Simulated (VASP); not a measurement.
# Al2O3 (R-3c) in VASP: notebook

Runs on Al2O3. Level: PBEsol. Tasks: single point.

All numbers are computed with VASP 6.6.1; they aren't measurements. Logs are shortened: lines on timing, memory, paths and dates and some standing lists are left out, and cuts for length are marked.

## 1. The cell of the first run

It takes space group R-3c (No. 167, trigonal). Conventional cell: a = 4.672 Å, b = 4.672 Å, c = 13.585 Å, α = 90.00°, β = 90.00°, γ = 120.00°. Within 2.5 Å of Al (site symmetry 3) lie 6 O at 1.89 to 1.93 Å and 1 Al at 2.46 Å. Within 2.5 Å of O (site symmetry 2) lie 4 Al at 1.89 to 1.93 Å and 2 O at 2.47 Å.

## 2. Single point, PBEsol

Input file INCAR:

```
SYSTEM = Al2O3
ALGO     = Normal         ! electronic algorithm
EDIFF    = 1E-6           ! SCF threshold, eV
ENCUT    = 520            ! plane-wave cutoff, eV
GGA      = PS             ! functional
ISIF     = 2              ! what is computed and relaxed
ISMEAR   = 0              ! smearing method
LASPH    = .TRUE.         ! aspherical terms in the spheres
LCHARG   = .FALSE.        ! write CHGCAR
LREAL    = .FALSE.        ! projectors in reciprocal space
LWAVE    = .FALSE.        ! write WAVECAR
NBANDS   = 35             ! bands
NELM     = 80             ! most SCF steps
PREC     = Accurate       ! precision mode
SIGMA    = 0.05           ! smearing width, eV
```

Input file KPOINTS:

```
k-points
0
G
  6 6 6
  0 0 0
```

Input file POSCAR:

```
Al2O3
1.0
    2.3358509594      1.3486041802      4.5284363933
   -2.3358509594      1.3486041802      4.5284363933
    0.0000000000     -2.6972083604      4.5284363933
Al O
4 6
Direct
    0.8405082487      0.8405082487      0.8405082487
    0.6594917513      0.6594917513      0.6594917513
    0.1594917513      0.1594917513      0.1594917513
    0.3405082487      0.3405082487      0.3405082487
    0.0558571577      0.4441428423      0.7500000000
    0.7500000000      0.0558571577      0.4441428423
    0.4441428423      0.7500000000      0.0558571577
    0.9441428423      0.5558571577      0.2500000000
    0.2500000000      0.9441428423      0.5558571577
    0.5558571577      0.2500000000      0.9441428423
```

Potentials or basis: VASP PAW PBE potentials, release 64 (Al, O).

On the command line:

```
$ cat potpaw_PBE.64/Al/POTCAR potpaw_PBE.64/O/POTCAR > POTCAR
$ mpirun -np 1 vasp_std > vasp.out
```

OUTCAR:

```text
SYSTEM = Al2O3
   EDIFF = 1E-6
   ENCUT = 520
   GGA = PS
   ISIF = 2
   ISMEAR = 0
   LASPH = .TRUE.
   LREAL = .FALSE.
   NELM = 80
   PREC = Accurate

 ion  position               nearest neighbor table
   1  0.841  0.841  0.841-   5 1.89   6 1.89   7 1.89  10 1.93   8 1.93   9 1.93   2 2.46   3 2.70
                             3 2.70   3 2.70
   2  0.659  0.659  0.659-   5 1.89   6 1.89   7 1.89   9 1.93   8 1.93  10 1.93   1 2.46   4 2.70
                             4 2.70   4 2.70
   3  0.159  0.159  0.159-   8 1.89   9 1.89  10 1.89   7 1.93   5 1.93   6 1.93   4 2.46   1 2.70
                             1 2.70   1 2.70
   4  0.341  0.341  0.341-   8 1.89   9 1.89  10 1.89   6 1.93   5 1.93   7 1.93   3 2.46   2 2.70
                             2 2.70   2 2.70
   5  0.056  0.444  0.750-   1 1.89   2 1.89   3 1.93   4 1.93
   6  0.750  0.056  0.444-   1 1.89   2 1.89   4 1.93   3 1.93
   7  0.444  0.750  0.056-   1 1.89   2 1.89   3 1.93   4 1.93
   8  0.944  0.556  0.250-   3 1.89   4 1.89   1 1.93   2 1.93
   9  0.250  0.944  0.556-   3 1.89   4 1.89   2 1.93   1 1.93
  10  0.556  0.250  0.944-   3 1.89   4 1.89   1 1.93   2 1.93

  LATTYP: Found a trigonal (rhomboedric) cell.
 ALAT       =     5.2708319180
 COS(alpha) =     0.6072086466

  Lattice vectors:

 A1 = (   2.3358509594,   1.3486041802,   4.5284363933)
 A2 = (  -2.3358509594,   1.3486041802,   4.5284363933)
 A3 = (   0.0000000000,  -2.6972083604,   4.5284363933)

Analysis of symmetry for initial positions (statically):
=====================================================================
 Subroutine PRICEL returns:
 Original cell was already a primitive cell.

 Routine SETGRP: Setting up the symmetry group for a
 trigonal (rhombohedral) supercell.

 Subroutine GETGRP returns: Found 12 space group operations
 (whereof  6 operations were pure point group operations)
 out of a pool of 12 trial point group operations.

The static configuration has the point symmetry S_6 .
 The point group associated with its full space group is D_3d.

Analysis of symmetry for dynamics (positions and initial velocities):
=====================================================================
 Subroutine PRICEL returns:
 Original cell was already a primitive cell.

 Routine SETGRP: Setting up the symmetry group for a
 trigonal (rhombohedral) supercell.

 Subroutine GETGRP returns: Found 12 space group operations
 (whereof  6 operations were pure point group operations)
[... 127 lines left out ...]
   POTIM  = 0.5000    time-step for ionic-motion
   TEBEG  =    0.0;   TEEND  =   0.0 temperature during run
   PSTRESS=    0.0 pullay stress
   NELECT =      48.0000    total number of electrons
   NUPDOWN=      -1.0000    fix difference up-down
   EMIN   =  10.00;   EMAX   =-10.00  energy-range for DOS
   EFERMI =   0.00;   METHOD = LEGACY
   ISMEAR =     0;   SIGMA  =   0.05  broadening in eV -4-tet -1-fermi 0-gaus
   EFERMI_NEDOS =   21; number of points for ismear=-14 and -15
   IALGO  =     38    algorithm
   IMIX   =      4    mixing-type and parameters
     AMIX     =   0.40;   BMIX     =  1.00
     AMIX_MAG =   1.60;   BMIX_MAG =  1.00
  volume/ion in A,a.u.               =       8.56        57.76
  Fermi-wavevector in a.u.,A,eV,Ry     =   1.350037  2.551199 24.797961  1.822599
  Thomas-Fermi vector in A             =   2.477574
   LORBIT       =      0    0 simple, 1 ext, 2 COOP (PROOUT), +10 PAW based schemes
   GGA     = PS    functional components
   LHFCALC =     F    Hartree Fock is set to
   AEXX    =    0.0000 exact exchange contribution
   IVDW    =     0    specifies the selected vdW correction
   LEPSILON=     F    determine dielectric tensor
   LRPA    =     F    only Hartree local field effects (RPA)
 non-spin polarized calculation
 Gauss-broadening in eV      SIGMA  =   0.05
  energy-cutoff  :      520.00
  volume of cell :       85.59
 maximum number of plane-waves:      2321
   NGX = 19   NGY = 19   NGZ = 19

 number of electron      47.9999995 magnetization

 Free energy of the ion-electron system (eV)
  ---------------------------------------------------
  ext. energy  EPLUGINS =         0.00000000
  ---------------------------------------------------
  free energy    TOTEN  =       -77.75030878 eV

  energy without entropy =      -77.75030878  energy(sigma->0) =      -77.75030878

 E-fermi :   6.3093     XC(G=0): -11.8714

 val. band max:        6.0395446107   @ k =   0.0000   0.0000   0.0000
 cond. band min:      11.9866978312   @ k =   0.0000   0.0000   0.0000
 fundamental gap:      5.9471532205
 Fermi energy:         6.3093192817

 k-point     1 :       0.0000    0.0000    0.0000
  band No.  band energies     occupation
      1     -13.4065      2.00000
      2     -11.3416      2.00000
      3     -10.6288      2.00000
      4     -10.6288      2.00000
      5     -10.3124      2.00000
      6     -10.3124      2.00000
[... 901 lines left out ...]
     34      19.1817      0.00000
     35      19.4536      0.00000

 [... further k-points ...]

------------------------ aborting loop because EDIFF is reached ----------------------------------------

  FORCE on cell =-STRESS in cart. coord.  units (eV):
  Direction    XX          YY          ZZ          XY          YZ          ZX
  --------------------------------------------------------------------------------------
  -------------------------------------------------------------------------------------
  Total        4.4790984      4.4790984     -3.6080117      0.0000000      0.0000000      0.0000000
  in kB       83.8440088     83.8440088    -67.5381814      0.0000000      0.0000000      0.0000000
  external PRESSURE =      33.3832787 kB  Pullay stress =       0.0000000 kB

 VOLUME and BASIS-vectors are now :
 -----------------------------------------------------------------------------
  energy-cutoff  :      520.00
  volume of cell :       85.59
      direct lattice vectors                 reciprocal lattice vectors
     2.335850959  1.348604180  4.528436393     0.214054753  0.123584569  0.073608925
    -2.335850959  1.348604180  4.528436393    -0.214054753  0.123584569  0.073608925
     0.000000000 -2.697208360  4.528436393     0.000000000 -0.247169138  0.073608925

 POSITION                                       TOTAL-FORCE (eV/Angst)
 -----------------------------------------------------------------------------------
      0.00000      0.00000     11.41856         0.000000      0.000000      2.525858
      0.00000      0.00000      8.95940         0.000000      0.000000     -2.525858
      0.00000      0.00000      2.16674         0.000000      0.000000     -2.525858
      0.00000      0.00000      4.62591         0.000000      0.000000      2.525858
     -0.90698     -1.34860      5.66055         0.749727      0.000000      0.000000
      1.62141     -0.11116      5.66055        -0.374864      0.649283      0.000000
     -0.71444      1.45977      5.66055        -0.374864     -0.649283      0.000000
      0.90698      1.34860      7.92476        -0.749727      0.000000      0.000000
     -1.62141      0.11116      7.92476         0.374864     -0.649283      0.000000
      0.71444     -1.45977      7.92476         0.374864      0.649283      0.000000
 -----------------------------------------------------------------------------------
    total drift:                               -0.000000      0.000000     -0.000000

  FREE ENERGIE OF THE ION-ELECTRON SYSTEM (eV)
  ---------------------------------------------------
  free  energy   TOTEN  =       -77.7503087842 eV

  energy  without entropy=      -77.7503087842  energy(sigma->0) =      -77.75030878
```

OSZICAR:

```text
N       E                     dE             d eps       ncg     rms          rms(c)
DAV:   1     0.222996149896E+03    0.22300E+03   -0.25408E+04  2240   0.131E+03
DAV:   2    -0.723604205187E+02   -0.29536E+03   -0.28538E+03  2869   0.286E+02
DAV:   3    -0.848185379671E+02   -0.12458E+02   -0.12416E+02  2911   0.598E+01
DAV:   4    -0.849183213492E+02   -0.99783E-01   -0.99727E-01  2808   0.614E+00
DAV:   5    -0.849196338391E+02   -0.13125E-02   -0.13122E-02  2829   0.700E-01    0.164E+01
DAV:   6    -0.778327491637E+02    0.70869E+01   -0.24052E+01  2743   0.260E+01    0.598E+00
DAV:   7    -0.777821969114E+02    0.50552E-01   -0.81327E-01  2781   0.437E+00    0.322E+00
DAV:   8    -0.777503262452E+02    0.31871E-01   -0.89424E-02  2776   0.224E+00    0.617E-01
DAV:   9    -0.777500595989E+02    0.26665E-03   -0.18939E-02  2888   0.736E-01    0.323E-01
DAV:  10    -0.777503122637E+02   -0.25266E-03   -0.71207E-04  2674   0.172E-01    0.121E-01
DAV:  11    -0.777503038492E+02    0.84145E-05   -0.37983E-04  2816   0.111E-01    0.428E-02
DAV:  12    -0.777503109735E+02   -0.71243E-05   -0.23726E-05  2642   0.295E-02    0.122E-02
DAV:  13    -0.777503088021E+02    0.21714E-05   -0.99960E-06  2848   0.176E-02    0.130E-03
DAV:  14    -0.777503087842E+02    0.17888E-07   -0.24325E-07  1600   0.302E-03
   1 F= -.77750309E+02 E0= -.77750309E+02  d E =-.594826E-16
```

It took 3.1 min on 1 thread of Intel Xeon 8259CL, shared host; peak memory 0.26 GiB.

Results:

| Quantity | Value |
| --- | --- |
| Free energy | -77.7503 eV |
| Pressure | 3.3 GPa |
| Largest force | 2.526 eV/Å |
| Band gap on the k mesh | 5.95 eV |

Forces on the atoms (eV/Å):
```
Al   0.000  0.000  2.526
Al   0.000  0.000 -2.526
Al   0.000  0.000 -2.526
Al   0.000  0.000  2.526
O    0.750  0.000  0.000
O   -0.375  0.649  0.000
O   -0.375 -0.649  0.000
O   -0.750  0.000  0.000
O    0.375 -0.649  0.000
O    0.375  0.649  0.000
```

Stress tensor (GPa, compression positive):
```
 8.38  0.00  0.00
 0.00  8.38  0.00
 0.00  0.00 -6.75
```

Caveat: the stress differs along the axes, from -7 to 8 GPa; the PAW data sets were made with another functional, which shifts forces and pressure a little.

## 3. Single point, PBEsol

Input file INCAR:

```
SYSTEM = Al2O3
PREC     = Accurate       ! precision mode
ENCUT    = 520            ! plane-wave cutoff, eV
EDIFF    = 1E-7           ! SCF threshold, eV
ISMEAR   = 0              ! smearing method
SIGMA    = 0.05           ! smearing width, eV
LREAL    = .False.        ! projectors in reciprocal space
LASPH    = .True.         ! aspherical terms in the spheres
NELM     = 60             ! most SCF steps
ALGO     = Normal         ! electronic algorithm
ISIF     = 2              ! what is computed and relaxed
LWAVE    = .False.        ! write WAVECAR
LCHARG   = .False.        ! write CHGCAR
GGA      = PS             ! functional
NBANDS   = 35             ! bands
```

Input file KPOINTS:

```
regular mesh
0
Gamma
  6 6 6
  0 0 0
```

POSCAR, as its differences from that of step 2:

```diff
@@ -8,6 +8,6 @@
 Direct
-    0.8405082487      0.8405082487      0.8405082487
-    0.6594917513      0.6594917513      0.6594917513
-    0.1594917513      0.1594917513      0.1594917513
-    0.3405082487      0.3405082487      0.3405082487
+    0.8481927811      0.8481927811      0.8481927811
+    0.6518072189      0.6518072189      0.6518072189
+    0.1518072189      0.1518072189      0.1518072189
+    0.3481927811      0.3481927811      0.3481927811
     0.0558571577      0.4441428423      0.7500000000
```

Potentials or basis: VASP PAW PBE potentials, release 64 (Al, O).

On the command line:

```
$ cat potpaw_PBE.64/Al/POTCAR potpaw_PBE.64/O/POTCAR > POTCAR
$ mpirun -np 1 vasp_std > vasp.out
```

It took 3.3 min on 1 thread of Intel Xeon 8259CL, shared host; peak memory 0.26 GiB.

It converged, with:

- Free energy: -78.3507 eV
- Pressure: 0.8 GPa
- Largest force: 0.461 eV/Å
- Band gap on the k mesh: 5.87 eV

Forces in eV/Å, atoms in the order of the input:
```
Al   0.000  0.000  0.461
Al   0.000  0.000 -0.461
Al   0.000  0.000 -0.461
Al   0.000  0.000  0.461
O    0.315  0.000  0.000
O   -0.157  0.273  0.000
O   -0.157 -0.273  0.000
O   -0.315  0.000  0.000
O    0.157 -0.273  0.000
O    0.157  0.273  0.000
```

Stress tensor (GPa, compression positive):
```
  8.76   0.00   0.00
  0.00   8.76   0.00
  0.00   0.00 -14.98
```

Levels at points of the mesh, in eV from the valence-band top:
| k point | band 22 | band 23 | band 24 | band 25 | band 26 | band 27 |
| --- | --- | --- | --- | --- | --- | --- |
| (0.00, 0.00, 0.00) | -0.50 | 0.00 | 0.00 | 5.87 | 9.20 | 10.34 |
| (0.50, 0.00, 0.00) | -1.00 | -0.53 | -0.53 | 8.82 | 8.82 | 9.29 |
| (0.50, 0.50, 0.00) | -1.02 | -0.93 | -0.43 | 8.92 | 9.64 | 9.82 |
| (0.50, 0.50, 0.50) | -0.29 | -0.29 | -0.29 | 8.55 | 8.55 | 10.86 |

Caveat: the stress differs along the axes, from -15 to 9 GPa; the PAW data sets were made with another functional, which shifts forces and pressure a little.
